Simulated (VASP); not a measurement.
Here is a VASP 6.6.1 calculation.

Contents of INCAR:

```
SYSTEM = Li4C
ALGO = Normal
EDIFF = 1E-7
EDIFFG = -0.01
ENCUT = 600
GGA = PE
IBRION = 2
ISIF = 3
ISMEAR = 0
LASPH = .True.
LCHARG = .False.
LREAL = .False.
LWAVE = .False.
NELM = 100
NSW = 100
PREC = Accurate
SIGMA = 0.1
```

Contents of KPOINTS:

```
k-points
0
Gamma
  14 14 14
  0 0 0
```

The input POSCAR:

```
Li4C
1.0
   -2.0490971927      2.0490971927      3.9662610966
    2.0490971927     -2.0490971927      3.9662610966
    2.0490971927      2.0490971927     -3.9662610966
Li C
4 1
Direct
    0.7572703635      0.7572703635      0.0000000000
    0.2427296365      0.2427296365      0.0000000000
    0.0000000000      0.5000000000      0.5000000000
    0.5000000000      0.0000000000      0.5000000000
    0.5000000000      0.5000000000      0.0000000000
```

Potentials or basis: VASP PAW PBE potentials, release 64 (Li_sv, C).

Command:

```bash
$ cat potpaw_PBE.64/Li_sv/POTCAR potpaw_PBE.64/C/POTCAR > POTCAR
$ mpirun -np 1 vasp_std > vasp.out
```

Q: Predict the relaxed cell.

A: a = 4.915 Å, b = 4.915 Å, c = 4.915 Å, α = 130.69°, β = 130.69°, γ = 72.30°.

Q: What does it give for the relaxed volume?

A: 13.35 Å³/atom.

Q: What does it give for the space group after relaxing (to 0.1 Å)?

A: I4/mmm (No. 139).

Q: Predict the band gap on the k mesh.

A: Zero (bands 8 and 9 overlap by 0.11 eV).

The path:
```tsv
step	energy change (eV)	largest force (eV/Å)	pressure (GPa)	volume (Å³)
1	0.0000	0.0128	0.15	66.61
2	-0.0001	0.0044	0.08	66.74
```

Caveat: the cutoff is under 1.25 times the usual one of these potentials, so pressure, stress and relaxed cells hold a basis-set (Pulay) error.
